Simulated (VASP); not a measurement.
# As (R-3m) in VASP: density of states with PBE

Aim: the density of states of As with PBE.

Program: VASP 6.6.1. These are calculated values, not measurements. Logs are shortened: lines on timing, memory, paths and dates and some standing lists are left out, and cuts for length are marked.

### 1 The cell of the first run

The structure is trigonal, space group R-3m (No. 166). Conventional cell: a = 3.724 Å, b = 3.724 Å, c = 10.448 Å, α = 90.00°, β = 90.00°, γ = 120.00°. Within 3.3 Å of As (site symmetry 3m) lie 6 As at 2.49 to 3.09 Å.

### 2 Density of states, PBE

POSCAR

```
As
1.0
    1.8621420000      3.2253220000      0.0000000000
   -1.8621420000      3.2253220000      0.0000000000
    0.0000000000     -2.1502140000      3.4826180000
As
2
Direct
    0.2270700000      0.2270700000      0.6812100000
    0.7729300000      0.7729300000      0.3187900000
```

INCAR.step1

```
SYSTEM = As
  PREC = Accurate
  ENCUT = 520
  EDIFF = 1E-6
  ISMEAR = -1
  SIGMA = 0.1
  LREAL = .FALSE.
  LASPH = .TRUE.
  NELM = 80
  ALGO = Normal
  ISIF = 2
  LWAVE = .FALSE.
  LCHARG = .TRUE.
  GGA = PE
  NBANDS = 12
```

KPOINTS.step1

```
regular mesh
0
G
  11 11 11
  0 0 0
```

INCAR.step2

```
SYSTEM = As
  PREC = Accurate
  ENCUT = 520
  EDIFF = 1E-6
  ISMEAR = -5
  SIGMA = 0.1
  LREAL = .FALSE.
  LASPH = .TRUE.
  NELM = 80
  ALGO = Normal
  ISIF = 2
  LWAVE = .FALSE.
  LCHARG = .FALSE.
  GGA = PE
  LORBIT = 10
  NBANDS = 12
  NEDOS = 1001
  ICHARG = 11
```

KPOINTS.step2

```
regular mesh
0
G
  17 17 17
  0 0 0
```

Potentials or basis: VASP PAW PBE potentials, release 64 (As).

Command:

```console
> cat potpaw_PBE.64/As/POTCAR > POTCAR
> cp INCAR.step1 INCAR
> cp KPOINTS.step1 KPOINTS
> mpirun -np 1 vasp_std > vasp.out
> cp INCAR.step2 INCAR
> cp KPOINTS.step2 KPOINTS
> mpirun -np 1 vasp_std > vasp.out
```

OUTCAR:

```text
SYSTEM = As
   PREC = Accurate
   ENCUT = 520
   EDIFF = 1E-6
   ISMEAR = -5
   LREAL = .FALSE.
   LASPH = .TRUE.
   NELM = 80
   ISIF = 2
   GGA = PE
   LORBIT = 10
   ICHARG = 11

 ion  position               nearest neighbor table
   1  0.227  0.227  0.681-   2 2.49   2 2.49   2 2.49
   2  0.773  0.773  0.319-   1 2.49   1 2.49   1 2.49

  LATTYP: Found a trigonal (rhomboedric) cell.
 ALAT       =     4.0929278242
 COS(alpha) =     0.5860123225

  Lattice vectors:

 A1 = (   1.8621420000,   1.0751080000,   3.4826180000)
 A2 = (  -1.8621420000,   1.0751080000,   3.4826180000)
 A3 = (   0.0000000000,  -2.1502140000,   3.4826180000)

Analysis of symmetry for initial positions (statically):
=====================================================================
 Subroutine PRICEL returns:
 Original cell was already a primitive cell.

 Routine SETGRP: Setting up the symmetry group for a
 trigonal (rhombohedral) supercell.

 Subroutine GETGRP returns: Found 12 space group operations
 (whereof 12 operations were pure point group operations)
 out of a pool of 12 trial point group operations.

The static configuration has the point symmetry D_3d.

Analysis of symmetry for dynamics (positions and initial velocities):
=====================================================================
 Subroutine PRICEL returns:
 Original cell was already a primitive cell.

 Routine SETGRP: Setting up the symmetry group for a
 trigonal (rhombohedral) supercell.

 Subroutine GETGRP returns: Found 12 space group operations
 (whereof 12 operations were pure point group operations)
 out of a pool of 12 trial point group operations.

The dynamic configuration has the point symmetry D_3d.

 Subroutine INISYM returns: Found 12 space group operations
 (whereof 12 operations are pure point group operations),
 and found     1 'primitive' translations

----------------------------------------------------------------------------------------

                                     Primitive cell

  volume of cell :      41.8333

  direct lattice vectors                    reciprocal lattice vectors
     1.862142000  3.225322000  0.000000000     0.268507987  0.155023281  0.095713406
    -1.862142000  3.225322000  0.000000000    -0.268507987  0.155023281  0.095713406
     0.000000000 -2.150214000  3.482618000     0.000000000  0.000000000  0.287140307

  length of vectors
     3.724281787  3.724281787  4.092926628     0.324483918  0.324483918  0.287140307

  position of ions in fractional coordinates (direct lattice)
     0.227070000  0.227070000  0.681210000
     0.772930000  0.772930000  0.318790000

  ion indices of the primitive-cell ions
   primitive index   ion index
                 1           1
                 2           2

----------------------------------------------------------------------------------------

 KPOINTS: regular mesh

Automatic generation of k-mesh.
 Grid dimensions read from file:
 generate k-points for:   17   17   17

 Generating k-lattice:

  Cartesian coordinates                     Fractional coordinates (reciprocal lattice)
     0.015794587  0.009119017  0.005630200     0.058823529 -0.000000000  0.000000000
    -0.015794587  0.009119017  0.005630200    -0.000000000  0.058823529  0.000000000
     0.000000000  0.000000000  0.016890606     0.000000000  0.000000000  0.058823529

  Length of vectors
     0.019087289  0.019087289  0.016890606

  Shift w.r.t. Gamma in fractional coordinates (k-lattice)
     0.000000000  0.000000000  0.000000000

 TETIRR: Found   2465 inequivalent tetrahedra from    29478

 Subroutine IBZKPT returns following result:
 ===========================================

 Found    489 irreducible k-points:

 Following reciprocal coordinates:
            Coordinates               Weight
  0.000000  0.000000  0.000000      1.000000
  0.058824 -0.000000  0.000000      6.000000
  0.117647 -0.000000  0.000000      6.000000
  0.176471  0.000000  0.000000      6.000000
  0.235294 -0.000000  0.000000      6.000000
  0.294118 -0.000000  0.000000      6.000000
[... 16 lines left out ...]
 -0.176471  0.058824  0.000000     12.000000
 -0.117647  0.058824  0.000000     12.000000
 [... further k-points ...]
   k-points           NKPTS =    489   k-points in BZ     NKDIM =    489   number of bands    NBANDS=     12
   number of dos      NEDOS =   1001   number of ions     NIONS =      2
   total plane-waves  NPLWV =  23520
   dimension x,y,z NGX =    28 NGY =   28 NGZ =   30
   dimension x,y,z NGXF=    56 NGYF=   56 NGZF=   60
   ions per type =               2
   NGX,Y,Z   is equivalent  to a cutoff of  12.50, 12.50, 12.19 a.u.
   NGXF,Y,Z  is equivalent  to a cutoff of  25.00, 25.00, 24.37 a.u.
 SYSTEM =  As
   PREC   = accura    normal or accurate (medium, high low for compatibility)
   ISTART =      0    job   : 0-new  1-cont  2-samecut
   ICHARG =     11    charge: 1-file 2-atom 10-const
   ISPIN  =      1    spin polarized calculation?
   LNONCOLLINEAR =      F non collinear calculations
   LSORBIT =      F    spin-orbit coupling
   LASPH  =      T    aspherical Exc in radial PAW
   ENCUT  =  520.0 eV  38.22 Ry    6.18 a.u.   6.92  6.92  7.61*2*pi/ulx,y,z
   NELM   =     80;   NELMIN=  2; NELMDL=  0     # of ELM steps
   EDIFF  = 0.1E-05   stopping-criterion for ELM
   LREAL  =      F    real-space projection
   EDIFFG = 0.1E-04   stopping-criterion for IOM
   NSW    =      0    number of steps for IOM
   IBRION =     -1    ionic relax: 0-MD 1-quasi-New 2-CG
   NFREE  =      0    steps in history (QN), initial steepest desc. (CG)
   ISIF   =      2    stress and relaxation
   ISYM   =      2    0-nonsym 1-usesym 2-fastsym
   POTIM  = 0.5000    time-step for ionic-motion
   TEBEG  =    0.0;   TEEND  =   0.0 temperature during run
   PSTRESS=    0.0 pullay stress
   NELECT =      10.0000    total number of electrons
   NUPDOWN=      -1.0000    fix difference up-down
   EMIN   =  10.00;   EMAX   =-10.00  energy-range for DOS
   EFERMI =   0.00;   METHOD = LEGACY
   ISMEAR =    -5;   SIGMA  =   0.10  broadening in eV -4-tet -1-fermi 0-gaus
   EFERMI_NEDOS =   21; number of points for ismear=-14 and -15
   IALGO  =     38    algorithm
   IMIX   =      4    mixing-type and parameters
     AMIX     =   0.40;   BMIX     =  1.00
     AMIX_MAG =   1.60;   BMIX_MAG =  1.00
  volume/ion in A,a.u.               =      20.92       141.15
  Fermi-wavevector in a.u.,A,eV,Ry     =   1.016017  1.919994 14.045162  1.032290
  Thomas-Fermi vector in A             =   2.149336
   LORBIT       =     10    0 simple, 1 ext, 2 COOP (PROOUT), +10 PAW based schemes
   GGA     = PE    functional components
   LHFCALC =     F    Hartree Fock is set to
   AEXX    =    0.0000 exact exchange contribution
   IVDW    =     0    specifies the selected vdW correction
   LEPSILON=     F    determine dielectric tensor
   LRPA    =     F    only Hartree local field effects (RPA)
 non-spin polarized calculation
 Fermi weights with tetrahedron method with Bloechl corrections
  energy-cutoff  :      520.00
  volume of cell :       41.83
 maximum number of plane-waves:      1140

 number of electron       9.9999999 magnetization

 Free energy of the ion-electron system (eV)
  ---------------------------------------------------
  ext. energy  EPLUGINS =         0.00000000
  ---------------------------------------------------
  free energy    TOTEN  =        -9.28209767 eV

  energy without entropy =       -9.28209767  energy(sigma->0) =       -9.28209767

 E-fermi :   5.8691     XC(G=0): -10.0967

 val. band max:        5.8984600850   @ k =   0.1176   0.0588   0.4118
 cond. band min:       5.7875497211   @ k =   0.3529   0.0000   0.0588
 fundamental gap:     -0.1109103639
 Fermi energy:         5.8690838955

 k-point     1 :       0.0000    0.0000    0.0000
  band No.  band energies     occupation
      1      -9.5117      2.00000
      2       0.1200      2.00000
      3       3.1430      2.00000
      4       3.7427      2.00000
      5       3.7427      2.00000
      6       7.4975      0.00000
      7       8.7661      0.00000
      8       8.7661      0.00000
      9      12.6229      0.00000
     10      12.6230      0.00000
     11      13.0980      0.00000
     12      14.5412      0.00000

 k-point     2 :       0.0588   -0.0000    0.0000
  band No.  band energies     occupation
      1      -9.4639      2.00000
      2      -0.0627      2.00000
      3       3.1809      2.00000
      4       3.6979      2.00000
      5       3.7048      2.00000
      6       7.6205      0.00000
      7       8.6585      0.00000
      8       8.7314      0.00000
      9      12.2400      0.00000
     10      12.5309      0.00000
     11      12.7464      0.00000
     12      14.9008      0.00000

 k-point     3 :       0.1176   -0.0000    0.0000
  band No.  band energies     occupation
      1      -9.3207      2.00000
      2      -0.5616      2.00000
      3       3.1736      2.00000
      4       3.6014      2.00000
      5       3.7180      2.00000
      6       7.7806      0.00000
      7       8.4405      0.00000
      8       8.6016      0.00000
      9      11.6327      0.00000
     10      12.3614      0.00000
     11      12.4996      0.00000
     12      15.7500      0.00000
[... 286 lines left out ...]
 k-point    23 :      -0.1765    0.0588    0.0000
  band No.  band energies     occupation
      1      -8.9262      2.00000
      2      -1.6208      2.00000
      3       2.9302      2.00000
      4       3.3699      2.00000
      5       3.9332      2.00000
      6       7.3330      0.00000
      7       7.8509      0.00000
      8       8.5736      0.00000
      9      11.2896      0.00000
     10      12.3252      0.00000
     11      13.4084      0.00000
     12      16.2993      0.00000

 k-point    24 :      -0.1176    0.0588    0.0000
  band No.  band energies     occupation
      1      -9.1991      2.00000
      2      -0.8755      2.00000
      3       3.0826      2.00000
      4       3.4876      2.00000
      5       3.7377      2.00000
      6       7.8062      0.00000
      7       8.0633      0.00000
      8       8.7104      0.00000
      9      11.3078      0.00000
     10      12.2025      0.00000
     11      13.0343      0.00000
     12      15.3447      0.00000

 [... further k-points ...]
[... 5 lines left out ...]
  --------------------------------------------------------------------------------------
  -------------------------------------------------------------------------------------
  Total        1.8035932      1.8035903      1.2389279      0.0000000      0.0000002      0.0000000
  in kB       69.0760428     69.0759333     47.4498577      0.0000000      0.0000091      0.0000000
  external PRESSURE =      61.8672780 kB  Pullay stress =       0.0000000 kB

 VOLUME and BASIS-vectors are now :
 -----------------------------------------------------------------------------
  energy-cutoff  :      520.00
  volume of cell :       41.83
      direct lattice vectors                 reciprocal lattice vectors
     1.862142000  3.225322000  0.000000000     0.268507987  0.155023281  0.095713406
    -1.862142000  3.225322000  0.000000000    -0.268507987  0.155023281  0.095713406
     0.000000000 -2.150214000  3.482618000     0.000000000  0.000000000  0.287140307

 POSITION                                       TOTAL-FORCE (eV/Angst)
 -----------------------------------------------------------------------------------
      0.00000      0.00000      2.37239         0.000000      0.000000      0.489728
      0.00000      4.30043      1.11022         0.000000     -0.000000     -0.489728
 -----------------------------------------------------------------------------------
    total drift:                               -0.000000      0.000000     -0.000000

  FREE ENERGIE OF THE ION-ELECTRON SYSTEM (eV)
  ---------------------------------------------------
  free  energy   TOTEN  =        -9.2820976686 eV

  energy  without entropy=       -9.2820976686  energy(sigma->0) =       -9.28209767

 total charge

# of ion       s       p       d       tot
------------------------------------------
    1        1.300   1.375   0.053   2.727
    2        1.300   1.375   0.053   2.727
--------------------------------------------------
tot          2.599   2.749   0.107   5.455
```

It used 320 s of CPU time on 1 thread of AMD EPYC 7R13 Processor (Zen 3), on a shared host.

What came out:

| Property | Result |
| --- | --- |
| Valence electrons inside the program's atomic spheres | As 2.73 |

Caveat: tetrahedron occupations give inexact forces and stress in metals.
